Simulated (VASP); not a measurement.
Wanted: the native input for a VASP 6.6.1 run.

```yaml
Task: relaxation of cell and atoms
Functional: PBE
Potentials_or_basis: VASP PAW PBE potentials, release 64 (B)
Cutoff: 600 eV
k_mesh: 8 × 8 × 8
Occupations: gaussian, width 0.1 eV
Spin: no spin polarisation
Dipole_correction: no
Further_INCAR_settings: ALGO = Normal; EDIFF = 1e-06; IBRION = 2; EDIFFG = -0.04; NSW = 90; ISIF = 3
```

The structure of B lies in POSCAR:

```
B
1.0
    0.0000000000      1.9980803089      1.9980803089
    1.9980803089      0.0000000000      1.9980803089
    1.9980803089      1.9980803089      0.0000000000
B
2
Direct
    0.5000000000      0.5000000000      0.5000000000
    0.7500000000      0.7500000000      0.7500000000
```

These files were run (other wordings do the same):

INCAR

```
SYSTEM = B
PREC     = Accurate       ! precision mode
ENCUT    = 600            ! plane-wave cutoff, eV
EDIFF    = 1E-6           ! SCF threshold, eV
ISMEAR   = 0              ! smearing method
SIGMA    = 0.1            ! smearing width, eV
LREAL    = .False.        ! projectors in reciprocal space
LASPH    = .True.         ! aspherical terms in the spheres
NELM     = 60             ! most SCF steps
ALGO     = Normal         ! electronic algorithm
ISIF     = 3              ! what is computed and relaxed
LWAVE    = .False.        ! write WAVECAR
LCHARG   = .False.        ! write CHGCAR
GGA      = PE             ! functional
IBRION   = 2              ! ionic algorithm
NSW      = 90             ! ionic steps
EDIFFG   = -0.04          ! ionic threshold
```

KPOINTS

```
regular mesh
0
Gamma
  8 8 8
  0 0 0
```

Potentials or basis: VASP PAW PBE potentials, release 64 (B).

Command:

```sh
$ cat potpaw_PBE.64/B/POTCAR > POTCAR
$ mpirun -np 1 vasp_std > vasp.out
```

It gave:

```yaml
Relaxed_volume: 8.31 Å³/atom
Relaxed_cell: a = 2.865 Å, b = 2.865 Å, c = 2.865 Å, α = 60.00°, β = 60.00°, γ = 60.00°
Space_group_after_relaxing_to_0.05_Å: Fd-3m (No. 227)
Energy_gained_by_relaxing: 8.0 meV/atom
Ionic_steps: 3
Pressure_after_relaxing: 0.0 GPa
Band_gap_on_the_k_mesh: zero (band 3 reaches 7.79 eV, above the bottom of band 4 at 0.61 eV)
```

Run time: 12 s on 1 thread of Intel Xeon 8259CL, on a shared host, peak memory 0.13 GiB.
